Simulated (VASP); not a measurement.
As10Se12S3, 25 atoms in the cell. The cell holds a disordered packing, 25 atoms: a = 8.827 Å, b = 8.964 Å, c = 8.864 Å, α = 87.11°, β = 86.18°, γ = 86.85°. 

- Program: VASP 6.6.1
- Task: single point
- Functional: PBE
- Dispersion: D3(BJ)
- Potentials or basis: VASP PAW PBE potentials, release 64 (As, S, Se)
- Cutoff: 400 eV
- k mesh: 1 × 1 × 1, shifted
- Occupations: fermi-dirac, width 0.05 eV
- Spin: no spin polarisation
- Dipole correction: no
- Further INCAR settings: LREAL = Auto; ALGO = Normal; EDIFF = 1e-06; NBANDS = 88; ISYM = -1

Potentials or basis: VASP PAW PBE potentials, release 64 (As, S, Se).

The run is started by

```sh
$ cat potpaw_PBE.64/As/POTCAR potpaw_PBE.64/S/POTCAR potpaw_PBE.64/Se/POTCAR > POTCAR
$ mpirun -np 1 vasp_std > vasp.out
```

Hardware: 1 thread of Intel(R) Xeon(R) Platinum 8259CL CPU @ 2.50GHz (Skylake/Cascade Lake) (shared host).

Problem. Estimate the wall time of this run.

Solution. Run time: 120 s on 1 thread of Intel(R) Xeon(R) Platinum 8259CL CPU @ 2.50GHz (Skylake/Cascade Lake) (shared host), peak memory 0.48 GiB. Counts: scf iterations 18, k points 1.
